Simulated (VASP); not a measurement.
Set up this calculation in VASP 6.6.1, as the native input.

```yaml
Task: relaxation of cell and atoms
Functional: PBE
Potentials_or_basis: VASP PAW PBE potentials, release 64 (Na_pv, Y_sv, Cl)
Cutoff: 600 eV
k_mesh: 4 × 4 × 4
Occupations: gaussian, width 0.1 eV
Spin: no spin polarisation
Dipole_correction: no
Further_INCAR_settings: ALGO = Normal; EDIFF = 1e-07; IBRION = 2; EDIFFG = -0.04; NSW = 90; ISIF = 3
```

The structure of NaYCl6 lies in POSCAR:

```
NaYCl6
1.0
    0.0000000000      4.7487956500      4.7487956500
    4.7487956500      0.0000000000      4.7487956500
    4.7487956500      4.7487956500      0.0000000000
Na Y Cl
1 1 6
Direct
    0.5000000000      0.5000000000      0.5000000000
    0.0000000000      0.0000000000      0.0000000000
    0.7500000000      0.2500000000      0.2500000000
    0.2500000000      0.7500000000      0.7500000000
    0.2500000000      0.7500000000      0.2500000000
    0.7500000000      0.2500000000      0.7500000000
    0.2500000000      0.2500000000      0.7500000000
    0.7500000000      0.7500000000      0.2500000000
```

The input as run:

INCAR

```
ALGO = Normal
EDIFF = 1E-7
EDIFFG = -0.04
ENCUT = 600
GGA = PE
IBRION = 2
ISIF = 3
ISMEAR = 0
LASPH = T
LCHARG = F
LREAL = F
LWAVE = F
NELM = 100
NSW = 90
PREC = Accurate
SIGMA = 0.1
```

KPOINTS

```
k-points
0
Gamma
  4 4 4
```

Potentials or basis: VASP PAW PBE potentials, release 64 (Na_pv, Y_sv, Cl).

Command:

```console
$ cat potpaw_PBE.64/Na_pv/POTCAR potpaw_PBE.64/Y_sv/POTCAR potpaw_PBE.64/Cl/POTCAR > POTCAR
$ mpirun -np 1 vasp_std > vasp.out
```

Results of the run:

```yaml
Relaxed_volume: 39.17 Å³/atom
Relaxed_cell: a = 7.624 Å, b = 7.624 Å, c = 7.624 Å, α = 60.00°, β = 60.00°, γ = 60.00°
Space_group_after_relaxing_to_0.1_Å: Fm-3m (No. 225)
Energy_gained_by_relaxing: 404.5 meV/atom
Ionic_steps: 7
Pressure_after_relaxing: 0.1 GPa
Band_gap_on_the_k_mesh: zero (bands 30 and 31 overlap by 0.18 eV)
```

Caveat: the volume moved by over 15 % at a fixed basis, so the end points are rough.

Run time: 7.9 min on 1 thread of Intel(R) Xeon(R) 6975P-C (Granite Rapids), with other jobs on the host, peak memory 0.48 GiB.
